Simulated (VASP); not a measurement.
# AlAs4 (P-42_1c) in VASP: single point with PBE

Aim: the single point of AlAs4 with PBE.

Everything below comes from runs of VASP 6.6.1. Logs are shortened: lines on timing, memory, paths and dates and some standing lists are left out, and cuts for length are marked.

## Step 1: The cell of the first run

The structure is tetragonal, space group P-42_1c (No. 114). The conventional cell has a = 6.241 Å, b = 6.241 Å, c = 5.378 Å, α = 90.00°, β = 90.00°, γ = 90.00°. Al (site symmetry -4) has 8 As at 2.68 to 2.80 Å within 3.5 Å. Within 3.5 Å of As (site symmetry 1) lie 7 As at 2.60 to 3.40 Å and 2 Al at 2.68 to 2.80 Å.

The cell was built from a structure type or drawn by symmetry, and may not be a known phase.

## Step 2: Single point, PBE

Input file INCAR:

```
ALGO     = Normal         # electronic algorithm
EDIFF    = 1E-6           # SCF threshold, eV
ENCUT    = 520            # plane-wave cutoff, eV
GGA      = PE             # functional
ISIF     = 2              # what is computed and relaxed
ISMEAR   = 0              # smearing method
LASPH    = T              # aspherical terms in the spheres
LCHARG   = T              # write CHGCAR
LELF     = T              # ELF
LREAL    = F              # projectors in reciprocal space
LVHAR    = T            
LWAVE    = F              # write WAVECAR
NBANDS   = 34             # bands
NELM     = 60             # most SCF steps
PREC     = Accurate       # precision mode
SIGMA    = 0.2            # smearing width, eV
```

Input file KPOINTS:

```
k-points
0
Gamma
  3 3 3
```

Input file POSCAR:

```
AlAs4
1.0
    6.2414628266      0.0000000000      0.0000000000
    0.0000000000      6.2414628266      0.0000000000
    0.0000000000      0.0000000000      5.3781157679
Al As
2 8
Direct
    0.0000000000      0.0000000000      0.0000000000
    0.5000000000      0.5000000000      0.5000000000
    0.6416010959      0.8467427224      0.2575297346
    0.3583989041      0.1532572776      0.2575297346
    0.8467427224      0.3583989041      0.7424702654
    0.1532572776      0.6416010959      0.7424702654
    0.8583989041      0.3467427224      0.2424702654
    0.1416010959      0.6532572776      0.2424702654
    0.6532572776      0.8583989041      0.7575297346
    0.3467427224      0.1416010959      0.7575297346
```

Potentials or basis: VASP PAW PBE potentials, release 64 (Al, As).

Launch:

```bash
cat potpaw_PBE.64/Al/POTCAR potpaw_PBE.64/As/POTCAR > POTCAR
mpirun -np 1 vasp_std > vasp.out
```

OUTCAR:

```text
EDIFF = 1E-6
   ENCUT = 520
   GGA = PE
   ISIF = 2
   ISMEAR = 0
   LASPH = T
   LREAL = F
   NELM = 60
   PREC = Accurate

 ion  position               nearest neighbor table
   1  0.000  0.000  0.000-   7 2.68   8 2.68   9 2.68  10 2.68   3 2.80   4 2.80   5 2.80   6 2.80

   2  0.500  0.500  0.500-   3 2.68   4 2.68   5 2.68   6 2.68   7 2.80   8 2.80   9 2.80  10 2.80

   3  0.642  0.847  0.258-   4 2.60   2 2.68   9 2.69   9 2.69   1 2.80
   4  0.358  0.153  0.258-   3 2.60   2 2.68  10 2.69  10 2.69   1 2.80
   5  0.847  0.358  0.742-   6 2.60   2 2.68   7 2.69   7 2.69   1 2.80
   6  0.153  0.642  0.742-   5 2.60   2 2.68   8 2.69   8 2.69   1 2.80
   7  0.858  0.347  0.242-   8 2.60   1 2.68   5 2.69   5 2.69   2 2.80
   8  0.142  0.653  0.242-   7 2.60   1 2.68   6 2.69   6 2.69   2 2.80
   9  0.653  0.858  0.758-  10 2.60   1 2.68   3 2.69   3 2.69   2 2.80
  10  0.347  0.142  0.758-   9 2.60   1 2.68   4 2.69   4 2.69   2 2.80

  LATTYP: Found a simple tetragonal cell.
 ALAT       =     6.2414628266
 C/A-ratio  =     0.8616755266

  Lattice vectors:

 A1 = (   6.2414628266,   0.0000000000,   0.0000000000)
 A2 = (   0.0000000000,   6.2414628266,   0.0000000000)
 A3 = (   0.0000000000,   0.0000000000,   5.3781157679)

Analysis of symmetry for initial positions (statically):
=====================================================================
 Subroutine PRICEL returns:
 Original cell was already a primitive cell.

 Routine SETGRP: Setting up the symmetry group for a
 simple tetragonal supercell.

 Subroutine GETGRP returns: Found  8 space group operations
 (whereof  4 operations were pure point group operations)
 out of a pool of 16 trial point group operations.

The static configuration has the point symmetry S_4 .
 The point group associated with its full space group is D_2d.

Analysis of symmetry for dynamics (positions and initial velocities):
=====================================================================
 Subroutine PRICEL returns:
 Original cell was already a primitive cell.

 Routine SETGRP: Setting up the symmetry group for a
 simple tetragonal supercell.

 Subroutine GETGRP returns: Found  8 space group operations
 (whereof  4 operations were pure point group operations)
 out of a pool of 16 trial point group operations.

The dynamic configuration has the point symmetry S_4 .
 The point group associated with its full space group is D_2d.

 Subroutine INISYM returns: Found  8 space group operations
 (whereof  4 operations are pure point group operations),
 and found     1 'primitive' translations
[... 101 lines left out ...]
   TEBEG  =    0.0;   TEEND  =   0.0 temperature during run
   PSTRESS=    0.0 pullay stress
   NELECT =      46.0000    total number of electrons
   NUPDOWN=      -1.0000    fix difference up-down
   EMIN   =  10.00;   EMAX   =-10.00  energy-range for DOS
   EFERMI =   0.00;   METHOD = LEGACY
   ISMEAR =     0;   SIGMA  =   0.20  broadening in eV -4-tet -1-fermi 0-gaus
   EFERMI_NEDOS =   21; number of points for ismear=-14 and -15
   IALGO  =     38    algorithm
   IMIX   =      4    mixing-type and parameters
     AMIX     =   0.40;   BMIX     =  1.00
     AMIX_MAG =   1.60;   BMIX_MAG =  1.00
  volume/ion in A,a.u.               =      20.95       141.38
  Fermi-wavevector in a.u.,A,eV,Ry     =   0.987627  1.866345 13.271230  0.975408
  Thomas-Fermi vector in A             =   2.119095
   LORBIT       =      0    0 simple, 1 ext, 2 COOP (PROOUT), +10 PAW based schemes
   GGA     = PE    functional components
   LHFCALC =     F    Hartree Fock is set to
   AEXX    =    0.0000 exact exchange contribution
   IVDW    =     0    specifies the selected vdW correction
   LEPSILON=     F    determine dielectric tensor
   LRPA    =     F    only Hartree local field effects (RPA)
 non-spin polarized calculation
 Gauss-broadening in eV      SIGMA  =   0.20
  energy-cutoff  :      520.00
  volume of cell :      209.51
 maximum number of plane-waves:      5672
 NGX is ok and might be reduce to    48
   NGX = 23   NGY = 23   NGZ = 19

 number of electron      46.0000001 magnetization

 Free energy of the ion-electron system (eV)
  ---------------------------------------------------
  ext. energy  EPLUGINS =         0.00000000
  ---------------------------------------------------
  free energy    TOTEN  =       -44.15716409 eV

  energy without entropy =      -44.10707183  energy(sigma->0) =      -44.13211796

 E-fermi :   5.4706     XC(G=0):  -9.9160

 val. band max:        5.4399826188   @ k =   0.3333   0.3333   0.0000
 cond. band min:       5.5131700073   @ k =   0.0000   0.0000   0.0000
 fundamental gap:      0.0731873885
 Fermi energy:         5.4706396956

 k-point     1 :       0.0000    0.0000    0.0000
  band No.  band energies     occupation
      1      -8.8418      2.00000
      2      -7.0903      2.00000
      3      -6.1019      2.00000
      4      -6.1019      2.00000
      5      -5.3254      2.00000
      6      -3.7556      2.00000
[... 211 lines left out ...]
     33       8.4483      0.00000
     34       9.0314      0.00000

------------------------ aborting loop because EDIFF is reached ----------------------------------------

  FORCE on cell =-STRESS in cart. coord.  units (eV):
  Direction    XX          YY          ZZ          XY          YZ          ZX
  --------------------------------------------------------------------------------------
  -------------------------------------------------------------------------------------
  Total       -0.1366835     -0.1366835      0.4973428      0.0000000      0.0000000     -0.0000000
  in kB       -1.0452586     -1.0452586      3.8033258      0.0000000      0.0000000     -0.0000000
  external PRESSURE =       0.5709362 kB  Pullay stress =       0.0000000 kB

 VOLUME and BASIS-vectors are now :
 -----------------------------------------------------------------------------
  energy-cutoff  :      520.00
  volume of cell :      209.51
      direct lattice vectors                 reciprocal lattice vectors
     6.241462827  0.000000000  0.000000000     0.160218851  0.000000000  0.000000000
     0.000000000  6.241462827  0.000000000     0.000000000  0.160218851  0.000000000
     0.000000000  0.000000000  5.378115768     0.000000000  0.000000000  0.185938727

 POSITION                                       TOTAL-FORCE (eV/Angst)
 -----------------------------------------------------------------------------------
      0.00000      0.00000      0.00000         0.000000      0.000000      0.000000
      3.12073      3.12073      2.68906         0.000000      0.000000      0.000000
      4.00453      5.28491      1.38502         0.054292      0.054156     -0.010632
      2.23693      0.95655      1.38502        -0.054292     -0.054156     -0.010632
      5.28491      2.23693      3.99309         0.054156     -0.054292      0.010632
      0.95655      4.00453      3.99309        -0.054156      0.054292      0.010632
      5.35766      2.16418      1.30403        -0.054292      0.054156      0.010632
      0.88380      4.07728      1.30403         0.054292     -0.054156      0.010632
      4.07728      5.35766      4.07408        -0.054156     -0.054292     -0.010632
      2.16418      0.88380      4.07408         0.054156      0.054292     -0.010632
 -----------------------------------------------------------------------------------
    total drift:                                0.000000      0.000000     -0.000000

  FREE ENERGIE OF THE ION-ELECTRON SYSTEM (eV)
  ---------------------------------------------------
  free  energy   TOTEN  =       -44.1571640921 eV

  energy  without entropy=      -44.1070718287  energy(sigma->0) =      -44.13211796
```

OSZICAR:

```text
N       E                     dE             d eps       ncg     rms          rms(c)
DAV:   1     0.174474234643E+03    0.17447E+03   -0.17575E+04   408   0.112E+03
DAV:   2    -0.272292295930E+02   -0.20170E+03   -0.18945E+03   488   0.175E+02
DAV:   3    -0.438865000778E+02   -0.16657E+02   -0.16170E+02   528   0.482E+01
DAV:   4    -0.442511290840E+02   -0.36463E+00   -0.36142E+00   512   0.756E+00
DAV:   5    -0.442592071933E+02   -0.80781E-02   -0.80649E-02   576   0.110E+00    0.619E+00
DAV:   6    -0.441849241210E+02    0.74283E-01   -0.47821E-02   496   0.975E-01    0.373E+00
DAV:   7    -0.441562200415E+02    0.28704E-01   -0.10278E-01   462   0.141E+00    0.257E-01
DAV:   8    -0.441569402050E+02   -0.72016E-03   -0.15148E-02   480   0.508E-01    0.102E-01
DAV:   9    -0.441571178644E+02   -0.17766E-03   -0.60594E-04   486   0.116E-01    0.638E-02
DAV:  10    -0.441571594482E+02   -0.41584E-04   -0.11683E-04   480   0.482E-02    0.146E-02
DAV:  11    -0.441571638544E+02   -0.44062E-05   -0.27283E-05   486   0.213E-02    0.537E-03
DAV:  12    -0.441571640921E+02   -0.23762E-06   -0.35052E-06   460   0.785E-03
   1 F= -.44157164E+02 E0= -.44132118E+02  d E =-.500923E-01
```

stdout:

```text
POSCAR found type information on POSCAR AlAs
 POSCAR found :  2 types and      10 ions
 scaLAPACK will be used
 LDA part: xc-table for (Slater+PW92), standard interpolation
 POSCAR, INCAR and KPOINTS ok, starting setup
 FFT: planning ... GRIDC
 FFT: planning ... GRID_SOFT
 FFT: planning ... GRID
 WAVECAR not read
 entering main loop
```

Run time: 61 s. Hardware: 1 thread of AMD EPYC 7R43 (Zen 3), shared host; peak memory 0.24 GiB.

What came out:

| Property | Result |
| --- | --- |
| Free energy | -44.1572 eV |
| Pressure | 0.1 GPa |
| Largest force | 0.077 eV/Å |
| Band gap on the k mesh | zero (bands 23 and 24 overlap by 1.11 eV) |

Forces in eV/Å, atoms in the order of the input:
```
Al   0.000  0.000  0.000
Al   0.000  0.000  0.000
As   0.054  0.054 -0.011
As  -0.054 -0.054 -0.011
As   0.054 -0.054  0.011
As  -0.054  0.054  0.011
As  -0.054  0.054  0.011
As   0.054 -0.054  0.011
As  -0.054 -0.054 -0.011
As   0.054  0.054 -0.011
```

Stress tensor (GPa, compression positive):
```
-0.10  0.00  0.00
 0.00 -0.10  0.00
 0.00  0.00  0.38
```

Levels at points of the mesh, in eV from the Fermi level:
```tsv
k point	band 20	band 21	band 22	band 23	band 24	band 25
(0.00, 0.00, 0.00)	-1.52	-1.34	-1.34	0.04	0.29	1.62
```

Caveat: the k points lie up to 0.39 Å⁻¹ apart, too coarse for converged energies and pressures of a metal.
